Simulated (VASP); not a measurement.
RbBr, 4 atoms in the cell. The structure is cubic, space group Pm-3m (No. 221). Conventional cell: a = 4.193 Å, b = 4.193 Å, c = 4.193 Å, α = 90.00°, β = 90.00°, γ = 90.00°. Within 4.8 Å of Rb (site symmetry m-3m) lie 8 Br at 3.63 Å and 6 Rb at 4.19 Å. Br (site symmetry m-3m) has 8 Rb at 3.63 Å and 6 Br at 4.19 Å within 4.8 Å. 

| Quantity | Value |
| --- | --- |
| Program | VASP 6.6.1 |
| Task | single point |
| Functional | PBE |
| Potentials or basis | VASP PAW PBE potentials, release 64 (Rb_sv, Br) |
| Cutoff | 520 eV |
| k mesh | 6 × 4 × 4 |
| Occupations | gaussian, width 0.05 eV |
| Spin | no spin polarisation |
| Dipole correction | no |
| Further INCAR settings | ALGO = Normal; EDIFF = 1e-06; NBANDS = 24 |

Potentials or basis: VASP PAW PBE potentials, release 64 (Rb_sv, Br).

The run is started by

```console
$ cat potpaw_PBE.64/Rb_sv/POTCAR potpaw_PBE.64/Br/POTCAR > POTCAR
$ mpirun -np 1 vasp_std > vasp.out
```

Hardware: 1 thread of AMD EPYC 7R13 Processor (Zen 3) (shared host).

Task: How long does it take, and how much memory?

Result: Wall time 86 s on 1 thread of AMD EPYC 7R13 Processor (Zen 3) (shared host), peak memory 0.25 GiB. Counts: scf iterations 13, k points 24.
